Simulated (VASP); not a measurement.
C:

```
C
1.0
    -2.49129    0.00000    0.00000
    -1.24565   -2.15752    0.00000
    -1.55706   -0.89897   10.25388
C
10
Direct
  0.36920 0.36920 0.87416
  0.43125 0.43125 0.72524
  0.01436 0.01436 0.12579
  0.53609 0.53609 0.47361
  0.95227 0.95227 0.27480
  0.59818 0.59818 0.32460
  0.68164 0.68164 0.92429
  0.11881 0.11881 0.67511
  0.36857 0.36857 0.07567
  0.18188 0.18188 0.52373
```

Base run:

```yaml
Program: VASP 6.6.1
Functional: LDA
Potentials_or_basis: VASP PAW LDA potentials, release 64 (C_h)
Cutoff: 910 eV
k_mesh: 10 × 10 × 3
Occupations: gaussian, width 0.05 eV
Spin: no spin polarisation
```

Its results: band gap on the k mesh zero (band 20 reaches 11.98 eV, above the bottom of band 21 at 11.66 eV); pressure 4.0 GPa; largest force 5.501 eV/Å.

Question: The run is repeated on the same cell with these changes: potentials or basis from VASP PAW LDA potentials, release 64 (C_h) to VASP PAW LDA potentials, release 64 (C); cutoff from 910 eV to 520 eV. What comes out?

Answer: Band gap on the k mesh zero (band 20 reaches 10.80 eV, above the bottom of band 21 at 10.49 eV); pressure 4.9 GPa; largest force 5.490 eV/Å.

Caveats: forces of over 1 eV/Å act on the atoms, so gaps and moduli don't describe the material at rest; the cutoff is under 1.25 times the usual one of these potentials, so pressure, stress and relaxed cells hold a basis-set (Pulay) error (some runs).
